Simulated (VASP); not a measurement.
Wanted: the native input for a VASP 6.6.1 run.

| Quantity | Value |
| --- | --- |
| Task | single point |
| Functional | PBE |
| Potentials or basis | VASP PAW PBE potentials, release 64 (In_d, P) |
| Cutoff | 500 eV |
| k mesh | 3 × 3 × 3 |
| Occupations | gaussian, width 0.01 eV |
| Spin | no spin polarisation |
| Dipole correction | no |
| Further INCAR settings | ALGO = Normal; EDIFF = 1e-06; NBANDS = 16 |

The structure of InP lies in POSCAR:

```
InP
1.0
    0.0000000000      2.8505955800      2.8505955800
    2.8505955800      0.0000000000      2.8505955800
    2.8505955800      2.8505955800      0.0000000000
In P
1 1
Direct
    0.0000000000      0.0000000000      0.0000000000
    0.2500000000      0.2500000000      0.2500000000
```

These files were run (other wordings do the same):

INCAR

```
PREC     = Accurate       # precision mode
ENCUT    = 500            # plane-wave cutoff, eV
EDIFF    = 1E-6           # SCF threshold, eV
ISMEAR   = 0              # smearing method
SIGMA    = 0.01           # smearing width, eV
LREAL    = F              # projectors in reciprocal space
LASPH    = T              # aspherical terms in the spheres
NELM     = 120            # most SCF steps
ALGO     = Normal         # electronic algorithm
ISIF     = 2              # what is computed and relaxed
LWAVE    = F              # write WAVECAR
LCHARG   = F              # write CHGCAR
GGA      = PE             # functional
NBANDS   = 16             # bands
GGA_COMPAT= F
```

KPOINTS

```
Automatic mesh
0
Gamma
  3 3 3
```

Potentials or basis: VASP PAW PBE potentials, release 64 (In_d, P).

Command:

```console
$ cat potpaw_PBE.64/In_d/POTCAR potpaw_PBE.64/P/POTCAR > POTCAR
$ mpirun -np 1 vasp_std > vasp.out
```

It gave:

```yaml
Pressure: 11.8 GPa
Band_gap_on_the_k_mesh: 1.13 eV, direct
```

Caveat: the k points lie up to 0.64 Å⁻¹ apart; spin-orbit coupling is left out, which moves the levels of the heavy elements.

Wall time 8.4 s on 1 thread of AMD EPYC 7R13 (shared host), peak memory 0.13 GiB.
